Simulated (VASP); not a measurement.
# CuO (Pm-3m) in VASP: notebook

Aim: see how the results for CuO move with the level of theory and the settings. Levels: PBE+D3(BJ), PBE. Tasks: single point.

Program: VASP 6.6.1. These are calculated values, not measurements. Logs are shortened: lines on timing, memory, paths and dates and some standing lists are left out, and cuts for length are marked.

## (1) The cell of the first run

Symmetry: Pm-3m, No. 221, cubic system. Conventional cell: a = 2.553 Å, b = 2.553 Å, c = 2.553 Å, α = 90.00°, β = 90.00°, γ = 90.00°. Within 2.9 Å of Cu (site symmetry m-3m) lie 8 O at 2.21 Å and 6 Cu at 2.55 Å. O (site symmetry m-3m) has 8 Cu at 2.21 Å and 6 O at 2.55 Å within 2.9 Å.

## (2) Single point, PBE+D3(BJ)

The input, INCAR:

```
ALGO = Normal
EDIFF = 1E-6
ENCUT = 520
GGA = PE
ISIF = 2
ISMEAR = -1
IVDW = 12
LASPH = T
LCHARG = F
LREAL = F
LWAVE = F
NBANDS = 16
NELM = 100
PREC = Accurate
SIGMA = 0.05
```

The input, KPOINTS:

```
k-points
0
Gamma
  10 10 10
```

The input, POSCAR:

```
CuO
1.0
    2.5525506100      0.0000000000      0.0000000000
    0.0000000000      2.5525506100      0.0000000000
    0.0000000000      0.0000000000      2.5525506100
Cu O
1 1
Direct
    0.0000000000      0.0000000000      0.0000000000
    0.5000000000      0.5000000000      0.5000000000
```

Potentials or basis: VASP PAW PBE potentials, release 64 (Cu, O).

Started as:

```
$ cat potpaw_PBE.64/Cu/POTCAR potpaw_PBE.64/O/POTCAR > POTCAR
$ mpirun -np 1 vasp_std > vasp.out
```

OUTCAR:

```text
EDIFF = 1E-6
   ENCUT = 520
   GGA = PE
   ISIF = 2
   ISMEAR = -1
   IVDW = 12
   LASPH = T
   LREAL = F
   NELM = 100
   PREC = Accurate
 IVDW          = 12

 ion  position               nearest neighbor table
   1  0.000  0.000  0.000-   2 2.21   2 2.21   2 2.21   2 2.21   2 2.21   2 2.21   2 2.21   2 2.21

   2  0.500  0.500  0.500-   1 2.21   1 2.21   1 2.21   1 2.21   1 2.21   1 2.21   1 2.21   1 2.21

  LATTYP: Found a simple cubic cell.
 ALAT       =     2.5525506100

  Lattice vectors:

 A1 = (   2.5525506100,   0.0000000000,   0.0000000000)
 A2 = (   0.0000000000,   2.5525506100,   0.0000000000)
 A3 = (   0.0000000000,   0.0000000000,   2.5525506100)

Analysis of symmetry for initial positions (statically):
=====================================================================
 Subroutine PRICEL returns:
 Original cell was already a primitive cell.

 Routine SETGRP: Setting up the symmetry group for a
 simple cubic supercell.

 Subroutine GETGRP returns: Found 48 space group operations
 (whereof 48 operations were pure point group operations)
 out of a pool of 48 trial point group operations.

The static configuration has the point symmetry O_h .

Analysis of symmetry for dynamics (positions and initial velocities):
=====================================================================
 Subroutine PRICEL returns:
 Original cell was already a primitive cell.

 Routine SETGRP: Setting up the symmetry group for a
 simple cubic supercell.

 Subroutine GETGRP returns: Found 48 space group operations
 (whereof 48 operations were pure point group operations)
 out of a pool of 48 trial point group operations.

The dynamic configuration has the point symmetry O_h .

 Subroutine INISYM returns: Found 48 space group operations
 (whereof 48 operations are pure point group operations),
 and found     1 'primitive' translations

----------------------------------------------------------------------------------------

                                     Primitive cell

  volume of cell :      16.6312

  direct lattice vectors                    reciprocal lattice vectors
     2.552550610  0.000000000  0.000000000     0.391765004  0.000000000  0.000000000
     0.000000000  2.552550610  0.000000000     0.000000000  0.391765004  0.000000000
     0.000000000  0.000000000  2.552550610     0.000000000  0.000000000  0.391765004

  length of vectors
     2.552550610  2.552550610  2.552550610     0.391765004  0.391765004  0.391765004

[... 80 lines left out ...]
   EDIFF  = 0.1E-05   stopping-criterion for ELM
   LREAL  =      F    real-space projection
   EDIFFG = 0.1E-04   stopping-criterion for IOM
   NSW    =      0    number of steps for IOM
   IBRION =     -1    ionic relax: 0-MD 1-quasi-New 2-CG
   NFREE  =      0    steps in history (QN), initial steepest desc. (CG)
   ISIF   =      2    stress and relaxation
   ISYM   =      2    0-nonsym 1-usesym 2-fastsym
   POTIM  = 0.5000    time-step for ionic-motion
   TEBEG  =    0.0;   TEEND  =   0.0 temperature during run
   PSTRESS=    0.0 pullay stress
   NELECT =      17.0000    total number of electrons
   NUPDOWN=      -1.0000    fix difference up-down
   EMIN   =  10.00;   EMAX   =-10.00  energy-range for DOS
   EFERMI =   0.00;   METHOD = LEGACY
   ISMEAR =    -1;   SIGMA  =   0.05  broadening in eV -4-tet -1-fermi 0-gaus
   EFERMI_NEDOS =   21; number of points for ismear=-14 and -15
   IALGO  =     38    algorithm
   IMIX   =      4    mixing-type and parameters
     AMIX     =   0.40;   BMIX     =  1.00
     AMIX_MAG =   1.60;   BMIX_MAG =  1.00
  volume/ion in A,a.u.               =       8.32        56.12
  Fermi-wavevector in a.u.,A,eV,Ry     =   1.649112  3.116370 37.001994  2.719570
  Thomas-Fermi vector in A             =   2.738287
   LORBIT       =      0    0 simple, 1 ext, 2 COOP (PROOUT), +10 PAW based schemes
   GGA     = PE    functional components
   LHFCALC =     F    Hartree Fock is set to
   AEXX    =    0.0000 exact exchange contribution
   IVDW    =    12    specifies the selected vdW correction
   LEPSILON=     F    determine dielectric tensor
   LRPA    =     F    only Hartree local field effects (RPA)
 non-spin polarized calculation
  energy-cutoff  :      520.00
  volume of cell :       16.63
 maximum number of plane-waves:       468
 NGX is ok and might be reduce to    20
   NGX =  9   NGY =  9   NGZ =  9

 number of electron      16.9999977 magnetization

 Free energy of the ion-electron system (eV)
  ---------------------------------------------------
  ext. energy  EPLUGINS =         0.00000000
  ---------------------------------------------------
  free energy    TOTEN  =        -8.51606608 eV

  energy without entropy =       -8.49340522  energy(sigma->0) =       -8.50473565

 E-fermi :   7.6973     XC(G=0): -13.3482

 val. band max:        7.6765063965   @ k =   0.5000   0.1000   0.0000
 cond. band min:       7.7069266016   @ k =   0.5000   0.4000   0.2000
 fundamental gap:      0.0304202050
 Fermi energy:         7.6973255934

 k-point     1 :       0.0000    0.0000    0.0000
  band No.  band energies     occupation
      1     -12.4325      2.00000
      2       4.0110      2.00000
      3       4.0110      2.00000
      4       5.5981      2.00000
      5       5.5981      2.00000
      6       5.5981      2.00000
[... 433 lines left out ...]
      3       3.7140      2.00000
      4       4.1404      2.00000
      5       4.5653      2.00000
      6       5.7533      2.00000
[... 8 lines left out ...]
     15      34.2846      0.00000
     16      34.6638      0.00000

 [... further k-points ...]

------------------------ aborting loop because EDIFF is reached ----------------------------------------

 Edisp (eV)   -0.69164

 E8    (eV) :    -0.2655

  FORCE on cell =-STRESS in cart. coord.  units (eV):
  Direction    XX          YY          ZZ          XY          YZ          ZX
  --------------------------------------------------------------------------------------
  -------------------------------------------------------------------------------------
  Total       1.47934     1.47934     1.47934     0.00000     0.00000     0.00000
  in kB     142.51381   142.51381   142.51381     0.00000     0.00000     0.00000
  external pressure =      142.51 kB  Pullay stress =        0.00 kB

 VOLUME and BASIS-vectors are now :
 -----------------------------------------------------------------------------
  energy-cutoff  :      520.00
  volume of cell :       16.63
      direct lattice vectors                 reciprocal lattice vectors
     2.552550610  0.000000000  0.000000000     0.391765004  0.000000000  0.000000000
     0.000000000  2.552550610  0.000000000     0.000000000  0.391765004  0.000000000
     0.000000000  0.000000000  2.552550610     0.000000000  0.000000000  0.391765004

 POSITION                                       TOTAL-FORCE (eV/Angst)
 -----------------------------------------------------------------------------------
      0.00000      0.00000      0.00000         0.000000      0.000000      0.000000
      1.27628      1.27628      1.27628         0.000000      0.000000      0.000000
 -----------------------------------------------------------------------------------
    total drift:                                0.000000      0.000000      0.000000

  FREE ENERGIE OF THE ION-ELECTRON SYSTEM (eV)
  ---------------------------------------------------
  free  energy   TOTEN  =        -9.2077062121 eV

  energy  without entropy=       -9.1850453479  energy(sigma->0) =       -9.19637578
```

stdout:

```text
POSCAR found type information on POSCAR CuO
 POSCAR found :  2 types and       2 ions
 scaLAPACK will be used
 LDA part: xc-table for (Slater+PW92), standard interpolation
 POSCAR, INCAR and KPOINTS ok, starting setup
 FFT: planning ... GRIDC
 FFT: planning ... GRID_SOFT
 FFT: planning ... GRID
 WAVECAR not read
 entering main loop
```

It took 17 s on 1 thread of Intel Xeon 8259CL, shared host; peak memory 0.14 GiB.

What came out:

| Item | Value |
| --- | --- |
| Free energy | -9.2077 eV |
| Pressure | 14.3 GPa |
| Dispersion energy per atom | -0.346 eV |

Caveat: three body term missing; an odd number of electrons without spin polarisation forces a metal; a magnetic or distorted state may lie lower; semilocal functionals often make such compounds metallic where correlation or magnetic order opens a gap, which also shifts bond lengths; pairwise dispersion overbinds metals, which lowers pressure and volume. With open d or f shells a metallic result of PBE can be an artefact of self-interaction; +U or a hybrid may open a gap.

## (3) Single point, PBE

This run uses another cell than the first one, of 9.15 Å³/atom, 1.101 times its volume.

The input, INCAR:

```
SYSTEM = CuO
PREC     = Accurate       ! precision mode
ENCUT    = 520            ! plane-wave cutoff, eV
EDIFF    = 1E-7           ! SCF threshold, eV
ISMEAR   = -1             ! smearing method
SIGMA    = 0.05           ! smearing width, eV
LREAL    = .FALSE.        ! projectors in reciprocal space
LASPH    = .TRUE.         ! aspherical terms in the spheres
NELM     = 60             ! most SCF steps
ALGO     = Normal         ! electronic algorithm
ISIF     = 2              ! what is computed and relaxed
LWAVE    = .FALSE.        ! write WAVECAR
LCHARG   = .FALSE.        ! write CHGCAR
GGA      = PE             ! functional
NBANDS   = 16             ! bands
```

The input, KPOINTS:

```
regular mesh
0
G
  10 10 10
  0 0 0
```

The input, POSCAR:

```
CuO
1.0
    2.6356614378      0.0000000000      0.0000000000
    0.0000000000      2.6356614378      0.0000000000
    0.0000000000      0.0000000000      2.6356614378
Cu O
1 1
Direct
    0.0000000000      0.0000000000      0.0000000000
    0.5000000000      0.5000000000      0.5000000000
```

Potentials or basis: VASP PAW PBE potentials, release 64 (Cu, O).

Started as:

```
$ cat potpaw_PBE.64/Cu/POTCAR potpaw_PBE.64/O/POTCAR > POTCAR
$ mpirun -np 1 vasp_std > vasp.out
```

Run time: 19 s. Hardware: 1 thread of Intel Xeon 8259CL, shared host; peak memory 0.13 GiB.

It converged, with:

```yaml
Free_energy: -8.6201 eV
Pressure: 0.1 GPa
```

Levels at points of the mesh, in eV from the Fermi level:
```csv
k point,band 6,band 7,band 8,band 9,band 10,band 11,band 12,band 13
"(0.00, 0.00, 0.00)",-1.79,-1.57,-1.57,-1.57,0.74,15.71,15.71,19.64
"(0.50, 0.00, 0.00)",-1.51,-1.11,0.41,0.41,6.44,7.87,17.60,17.66
"(0.50, 0.50, 0.00)",-2.01,-2.01,-1.15,-0.86,5.21,11.34,11.34,17.11
"(0.50, 0.50, 0.50)",-1.12,0.30,0.30,0.30,7.04,7.04,7.04,12.99
```

Caveat: an odd number of electrons without spin polarisation forces a metal; a magnetic or distorted state may lie lower; semilocal functionals often make such compounds metallic where correlation or magnetic order opens a gap, which also shifts bond lengths.

## (4) Single point, PBE+D3(BJ)

This run uses another cell than the first one, of 8.87 Å³/atom, 1.066 times its volume.

The input, INCAR:

```
SYSTEM = CuO
PREC = Accurate
ENCUT = 520
EDIFF = 1E-7
ISMEAR = -1
SIGMA = 0.05
LREAL = .FALSE.
LASPH = .TRUE.
NELM = 100
ALGO = Normal
ISIF = 2
LWAVE = .FALSE.
LCHARG = .TRUE.
GGA = PE
IVDW = 12
LELF = .TRUE.
LVHAR = .TRUE.
NBANDS = 16
```

KPOINTS is that of step 3.

The input, POSCAR:

```
CuO
1.0
    2.6075849596      0.0000000000      0.0000000000
    0.0000000000      2.6075849596      0.0000000000
    0.0000000000      0.0000000000      2.6075849596
Cu O
1 1
Direct
    0.0000000000      0.0000000000      0.0000000000
    0.5000000000      0.5000000000      0.5000000000
```

Started as:

```
$ cat potpaw_PBE.64/Cu/POTCAR potpaw_PBE.64/O/POTCAR > POTCAR
$ mpirun -np 1 vasp_std > vasp.out
```

Wall time 20 s (1 thread of Intel Xeon 8259CL, shared host); peak memory 0.14 GiB.

It converged, with:

```yaml
Free_energy: -9.2563 eV
Pressure: 0.2 GPa
Dispersion_energy_per_atom: -0.324 eV
```

Levels at points of the mesh, in eV from the Fermi level:
| k point | band 5 | band 6 | band 7 | band 8 | band 9 | band 10 | band 11 | band 12 | band 13 | band 14 |
| --- | --- | --- | --- | --- | --- | --- | --- | --- | --- | --- |
| (0.00, 0.00, 0.00) | -1.89 | -1.89 | -1.62 | -1.62 | -1.62 | 0.91 | 15.86 | 15.86 | 20.08 | 20.08 |
| (0.50, 0.00, 0.00) | -3.09 | -1.56 | -1.15 | 0.43 | 0.43 | 6.61 | 8.14 | 17.66 | 17.94 | 17.94 |
| (0.50, 0.50, 0.00) | -2.14 | -2.09 | -2.09 | -1.18 | -0.91 | 5.33 | 11.59 | 11.59 | 17.40 | 25.04 |
| (0.50, 0.50, 0.50) | -1.15 | -1.15 | 0.32 | 0.32 | 0.32 | 7.06 | 7.06 | 7.06 | 13.44 | 22.42 |

Caveat: an odd number of electrons without spin polarisation forces a metal; a magnetic or distorted state may lie lower; semilocal functionals often make such compounds metallic where correlation or magnetic order opens a gap, which also shifts bond lengths; pairwise dispersion overbinds metals, which lowers pressure and volume. With open d or f shells a metallic result of PBE can be an artefact of self-interaction; +U or a hybrid may open a gap.

## (5) Single point, PBE+D3(BJ)

This run uses another cell than the first one, of 8.92 Å³/atom, 1.073 times its volume.

The input, INCAR:

```
PREC = Accurate
ENCUT = 520
EDIFF = 1E-6
ISMEAR = -1
SIGMA = 0.05
LREAL = F
LASPH = T
NELM = 80
ALGO = Normal
ISIF = 2
LWAVE = F
LCHARG = F
GGA = PE
IVDW = 12
NBANDS = 16
```

The input, KPOINTS:

```
regular mesh
0
Gamma
  10 10 10
```

The input, POSCAR:

```
CuO
1.0
    2.6128486956      0.0000000000      0.0000000000
    0.0000000000      2.6128486956      0.0000000000
    0.0000000000      0.0000000000      2.6128486956
Cu O
1 1
Direct
    0.0000000000      0.0000000000      0.0000000000
    0.5000000000      0.5000000000      0.5000000000
```

Started as:

```
$ cat potpaw_PBE.64/Cu/POTCAR potpaw_PBE.64/O/POTCAR > POTCAR
$ mpirun -np 1 vasp_std > vasp.out
```

It took 22 s on 1 thread of Intel Xeon 8259CL, shared host; peak memory 0.14 GiB.

The run converged. Its results:

| Property | Result |
| --- | --- |
| Free energy | -9.2562 eV |
| Pressure | -1.0 GPa |
| Dispersion energy per atom | -0.322 eV |

Levels at points of the mesh, in eV from the Fermi level:
```csv
k point,band 5,band 6,band 7,band 8,band 9,band 10,band 11,band 12,band 13,band 14
"(0.00, 0.00, 0.00)",-1.87,-1.87,-1.61,-1.61,-1.61,0.87,15.84,15.84,19.99,19.99
"(0.50, 0.00, 0.00)",-3.06,-1.55,-1.14,0.42,0.42,6.58,8.09,17.65,17.88,17.88
"(0.50, 0.50, 0.00)",-2.13,-2.07,-2.07,-1.17,-0.90,5.31,11.54,11.54,17.34,24.93
"(0.50, 0.50, 0.50)",-1.14,-1.14,0.32,0.32,0.32,7.06,7.06,7.06,13.35,22.34
```

Caveat: three body term missing; an odd number of electrons without spin polarisation forces a metal; a magnetic or distorted state may lie lower; semilocal functionals often make such compounds metallic where correlation or magnetic order opens a gap, which also shifts bond lengths; pairwise dispersion overbinds metals, which lowers pressure and volume. With open d or f shells a metallic result of PBE can be an artefact of self-interaction; +U or a hybrid may open a gap.

## (6) Summary

```tsv
level	cell	gap on the mesh (eV)	pressure (GPa)
PBE+D3(BJ)	a = 2.553 Å, 2 atoms	none	14.3
PBE	a = 2.636 Å, 2 atoms	none	0.1
PBE+D3(BJ)	a = 2.608 Å, 2 atoms	none	0.2
PBE+D3(BJ)	a = 2.613 Å, 2 atoms	none	-1.0
```

Alike in all rows: task single point; potentials or basis VASP PAW PBE potentials, release 64 (Cu, O); no spin polarisation; k mesh 10 × 10 × 10; cutoff (eV) 520; smearing fermi-dirac 0.05 eV.

Caveats: an odd number of electrons without spin polarisation forces a metal; a magnetic or distorted state may lie lower; semilocal functionals often make such compounds metallic where correlation or magnetic order opens a gap, which also shifts bond lengths; pairwise dispersion overbinds metals, which lowers pressure and volume (some runs); three body term missing (some runs).

Absolute energies hang on the potentials; compare differences alone.
